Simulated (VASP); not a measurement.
Here is a VASP 6.6.1 calculation.

INCAR

```
PREC = Accurate ; ENCUT = 600
EDIFF = 1E-6 ; ISMEAR = 0
SIGMA = 0.1 ; LREAL = False
LASPH = True ; NELM = 80
ALGO = Normal ; ISIF = 3
LWAVE = False ; LCHARG = False
GGA = PE ; IBRION = 2
NSW = 90 ; EDIFFG = -0.04
```

File KPOINTS:

```
Automatic mesh
0
Gamma
  4 4 4
```

The input POSCAR:

```
Cs3Al
1.0
    5.2893095062      0.0000000000      0.0000000000
    0.0000000000      5.2893095062      0.0000000000
    0.0000000000      0.0000000000      5.2893095062
Cs Al
3 1
Direct
    0.0000000000      0.5000000000      0.5000000000
    0.5000000000      0.0000000000      0.5000000000
    0.5000000000      0.5000000000      0.0000000000
    0.0000000000      0.0000000000      0.0000000000
```

Potentials or basis: VASP PAW PBE potentials, release 64 (Cs_sv, Al).

Launch:

```console
$ cat potpaw_PBE.64/Cs_sv/POTCAR potpaw_PBE.64/Al/POTCAR > POTCAR
$ mpirun -np 1 vasp_std > vasp.out
```

Predict the band gap on the k mesh.

zero (bands 15 and 16 overlap by 0.64 eV).

What does it give for the relaxed volume?

66.51 Å³/atom.

Predict the space group after relaxing (to 0.1 Å).

Pm-3m (No. 221).

Estimate the relaxed cell.

a = 6.431 Å, b = 6.431 Å, c = 6.431 Å, α = 90.00°, β = 90.00°, γ = 90.00°.

Final structure:
```yaml
crystal:
  lattice:
    - [6.43142, 0.00000, 0.00000]
    - [0.00000, 6.43142, 0.00000]
    - [0.00000, 0.00000, 6.43142]
  atoms:
    - { symbol: Cs, position: [0.00000, 0.50000, 0.50000] }
    - { symbol: Cs, position: [0.50000, 0.00000, 0.50000] }
    - { symbol: Cs, position: [0.50000, 0.50000, 0.00000] }
    - { symbol: Al, position: [0.00000, 0.00000, 0.00000] }
```

Caveat: the volume moved by over 15 % at a fixed basis, so the end points are rough; spin-orbit coupling is left out, which moves the levels of the heavy elements.
